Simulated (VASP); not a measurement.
The system is N.

```
N
1.0
     0.00000    2.23228    2.23228
     2.23228    0.00000    2.23228
     2.23228    2.23228    0.00000
N
2
Direct
  0.00000 0.00000 0.00000
  0.25000 0.25000 0.25000
```

| Quantity | Value |
| --- | --- |
| Program | VASP 6.6.1 |
| Task | relaxation of cell and atoms |
| Functional | PBE |
| Potentials or basis | VASP PAW PBE potentials, release 64 (N) |
| Cutoff | 600 eV |
| k mesh | 13 × 13 × 13 |
| Occupations | fermi-dirac, width 0.08 eV |
| Spin | no spin polarisation |

At the start: pressure -21.7 GPa; volume 11.12 Å³/atom.

Problem. How do energy, volume and symmetry change on relaxing?

Solution. Over 16 steps the energy falls by 158.2 meV/atom and the volume is 9.13 Å³/atom (-18.0 %); space group Fd-3m (No. 227, to 0.1 Å) before and after.

Step by step:
| step | energy change (eV) | largest force (eV/Å) | pressure (GPa) | volume (Å³) |
| --- | --- | --- | --- | --- |
| 1 | 0.0000 | 0.0000 | -21.71 | 22.25 |
| 2 | -0.3089 | 0.0000 | 4.78 | 17.74 |
| 3 | -0.3164 | 0.0000 | 0.16 | 18.24 |
| 4 | -0.3164 | 0.0000 | -0.49 | 18.31 |
| 5 | -0.3164 | 0.0000 | -0.50 | 18.31 |
| 6 | -0.3164 | 0.0000 | -0.50 | 18.31 |
| 7 | -0.3164 | 0.0000 | -0.44 | 18.31 |
| 8 | -0.3164 | 0.0000 | -0.44 | 18.31 |
| 9 | -0.3164 | 0.0000 | -0.44 | 18.31 |
| 10 | -0.3164 | 0.0000 | -0.44 | 18.31 |
| 11 | -0.3164 | 0.0000 | -0.44 | 18.31 |
| 12 | -0.3164 | 0.0000 | -0.44 | 18.31 |
| 13 | -0.3164 | 0.0000 | -0.43 | 18.30 |
| 14 | -0.3164 | 0.0000 | -0.32 | 18.29 |
| 15 | -0.3164 | 0.0000 | -0.19 | 18.28 |
| 16 | -0.3164 | 0.0000 | 0.06 | 18.25 |

Final structure:
```
N
1.0
     0.00000    2.08971    2.08971
     2.08971    0.00000    2.08971
     2.08971    2.08971    0.00000
N
2
Direct
  0.00000 0.00000 0.00000
  0.25000 0.25000 0.25000
```

Caveat: the volume moved by over 15 % at a fixed basis, so the end points are rough.
